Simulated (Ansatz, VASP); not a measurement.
**ZrC: VASP beside Ansatz**

The input INCAR:

```
SYSTEM = ZrC
PREC     = Accurate       ! precision mode
ENCUT    = 520            ! plane-wave cutoff, eV
EDIFF    = 1E-7           ! SCF threshold, eV
ISMEAR   = -1             ! smearing method
SIGMA    = 0.05           ! smearing width, eV
LREAL    = .FALSE.        ! projectors in reciprocal space
LASPH    = .TRUE.         ! aspherical terms in the spheres
NELM     = 100            ! most SCF steps
ALGO     = Normal         ! electronic algorithm
ISIF     = 2              ! what is computed and relaxed
LWAVE    = .FALSE.        ! write WAVECAR
LCHARG   = .FALSE.        ! write CHGCAR
GGA      = PE             ! functional
NBANDS   = 24             ! bands
```

File KPOINTS:

```
regular mesh
0
G
  7 7 4
  0 0 0
```

File POSCAR:

```
ZrC
1.0
    3.3914762718      0.0000000000      0.0000000000
   -1.6957381359      2.9371046077      0.0000000000
    0.0000000000      0.0000000000      5.2900530000
Zr C
2 2
Direct
    0.6666666667      0.3333333333      0.7500000000
    0.3333333333      0.6666666667      0.2500000000
    0.0000000000      0.0000000000      0.5000000000
    0.0000000000      0.0000000000      0.0000000000
```

Contents of input.yaml:

```yaml
crystal:
  lattice:
    - [3.3914762718, 0.0, 0.0]
    - [-1.6957381359, 2.9371046077, 0.0]
    - [0.0, 0.0, 5.290053]
  atoms:
    - { symbol: Zr, position: [0.6666666667, 0.3333333333, 0.75] }
    - { symbol: Zr, position: [0.3333333333, 0.6666666667, 0.25] }
    - { symbol: C, position: [0.0, 0.0, 0.5] }
    - { symbol: C, position: [0.0, 0.0, 0.0] }
hamiltonian:
  xc: pbe
  pseudopotentials: { kind: paw }
kpoints:
  mp_grid: { grid: [7, 7, 4] }
  band_path:
    path:
      - [[0.0, 0.0, 0.0], [0.5, 0.0, 0.0], [0.3333333333, 0.3333333333, 0.0], [0.0, 0.0, 0.0], [0.0, 0.0, 0.5], [0.5, 0.0, 0.5], [0.3333333333, 0.3333333333, 0.5], [0.0, 0.0, 0.5]]
      - [[0.5, 0.0, 0.5], [0.5, 0.0, 0.0]]
      - [[0.3333333333, 0.3333333333, 0.0], [0.3333333333, 0.3333333333, 0.5]]
    npoints: 14
scf:
  occupations: { method: fermi_dirac, width: 0.05 }
  n_extra_bands: 10
output:
  forces: true
  stress: true
  eigenvalues: true
  fatbands: false
```

Alike in both runs: functional PBE; k mesh 7 × 7 × 4; occupations fermi-dirac, width 0.05 eV; no spin polarisation.

```csv
,VASP,Ansatz
version,VASP 6.6.1,Ansatz 0.2.0
potentials or method,"VASP PAW PBE potentials, release 64 (Zr_sv, C)",Ansatz PAW
plane-wave cutoff (eV),520,420
valence electrons in the cell,32,32
task,single point,band structure
```

VASP gave:

- gap on the k mesh at the Fermi level (eV): none
- pressure (GPa): -2.1
- traceless stress, the component that is largest in VASP (GPa): 2.81

Problem. Estimate Ansatz's values.

Solution. gap on the k mesh at the Fermi level (eV): none; pressure (GPa): -2.3; traceless stress, the component that is largest in VASP (GPa): 2.82.

A gap of «none» marks a metal or a gap that the smearing closes.
